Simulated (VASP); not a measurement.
## Cd: single point with PBE

Cd:

```
Cd
1.0
     3.32477    0.00000    0.00000
    -1.66239    2.87934    0.00000
     0.00000    0.00000    6.79282
Cd
3
Direct
  0.00000 0.00000 0.00000
  0.66667 0.33333 0.33333
  0.33333 0.66667 0.66667
```

This cell differs from its parent crystal: strain along c alone, the other axes held: -6.0 %.

```yaml
Program: VASP 6.6.1
Task: single point
Functional: PBE
Potentials_or_basis: VASP PAW PBE potentials, release 64 (Cd)
Cutoff: 520 eV
k_mesh: 15 × 15 × 6
Occupations: gaussian, width 0.1 eV
Spin: no spin polarisation
Dipole_correction: no
Further_INCAR_settings: ALGO = Fast; EDIFF = 1e-06; NBANDS = 25
```

```yaml
Pressure: 4.5 GPa
Band_gap_on_the_k_mesh: zero (band 18 reaches 4.58 eV, above the bottom of band 19 at 0.99 eV)
```

Stress tensor (GPa, compression positive):
```
2.76 0.00 0.00
0.00 2.76 0.00
0.00 0.00 8.01
```

Levels at points of the mesh, in eV from the Fermi level:
| k point | band 14 | band 15 | band 16 | band 17 | band 18 | band 19 | band 20 | band 21 | band 22 | band 23 |
| --- | --- | --- | --- | --- | --- | --- | --- | --- | --- | --- |
| (0.00, 0.00, 0.00) | -8.43 | -8.43 | -8.43 | -4.90 | -4.90 | 6.58 | 6.58 | 10.71 | 10.71 | 10.71 |
| (0.00, 0.00, 0.50) | -8.09 | -8.09 | -7.84 | -7.84 | -1.09 | 1.19 | 10.14 | 10.14 | 11.55 | 12.06 |

It took 2.8 min on 1 thread of Intel(R) Xeon(R) Platinum 8259CL CPU @ 2.50GHz (Skylake/Cascade Lake), with other jobs on the host, peak memory 0.32 GiB.

Caveat: the cell differs from its parent crystal (strain along c alone, the other axes held: -6.0 %).
